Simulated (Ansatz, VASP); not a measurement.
**One calculation of Al3Cu, two programs**

File INCAR:

```
  ALGO = Fast
  EDIFF = 1E-6
  ENCUT = 520
  ISIF = 2
  ISMEAR = 0
  LASPH = True
  LCHARG = False
  LREAL = False
  LWAVE = False
  NBANDS = 18
  NELM = 80
  PREC = Accurate
  SIGMA = 0.15
```

File KPOINTS:

```
k-points
0
Gamma
  12 12 12
```

File POSCAR:

```
Al3Cu
1.0
    4.0959842269      0.0000000000      0.0000000000
    0.0000000000      4.0959842269      0.0000000000
    0.0000000000      0.0000000000      3.4144124515
Al Cu
3 1
Direct
    0.0000000000      0.5000000000      0.5000000000
    0.5000000000      0.0000000000      0.5000000000
    0.5000000000      0.5000000000      0.0000000000
    0.0000000000      0.0000000000      0.0000000000
```

Input for Ansatz:

```yaml
crystal:
  lattice:
    - [4.0959842269, 0.0, 0.0]
    - [0.0, 4.0959842269, 0.0]
    - [0.0, 0.0, 3.4144124515]
  atoms:
    - { symbol: Al, position: [0.0, 0.5, 0.5] }
    - { symbol: Al, position: [0.5, 0.0, 0.5] }
    - { symbol: Al, position: [0.5, 0.5, 0.0] }
    - { symbol: Cu, position: [0.0, 0.0, 0.0] }
basis:
  ecutwfc: 520.0
kpoints:
  mp_grid: { grid: [12, 12, 12] }
hamiltonian:
  xc: lda
  pseudopotentials: { kind: paw, azcp: { folder: soft_1 } }
scf:
  occupations: { method: gaussian, width: 0.15 }
output:
  forces: true
  stress: true
  eigenvalues: true
```

Alike in both runs: task single point; functional LDA; k mesh 12 × 12 × 12; occupations gaussian, width 0.15 eV; no spin polarisation.

|  | VASP | Ansatz |
| --- | --- | --- |
| version | VASP 6.6.1 | Ansatz 0.2.0 |
| potentials or method | VASP PAW LDA potentials, release 64 (Al, Cu), cutoff 520 eV | scalar-relativistic, plane waves, PAW |
| valence electrons in the cell | 20 | 28 |

Ansatz gave:

```
gap on the k mesh at the Fermi level (eV)                     : none
pressure (GPa)                                                : 0.7
traceless stress, the component that is largest in VASP (GPa) : 4.99
```

Estimate VASP's values.

gap on the k mesh at the Fermi level (eV): none; pressure (GPa): 0.9; traceless stress, the component that is largest in VASP (GPa): 4.95.

Ansatz warns that its potentials were made for another functional, while VASP's fit it. LDA's correlation is that of Perdew and Zunger in VASP and of Perdew and Wang (1992) in Ansatz. A gap of «none» marks a metal or a gap that the smearing closes. VASP's potentials hold 20 valence electrons a cell and Ansatz's 28, so a difference there can come from the potentials and not from the codes.
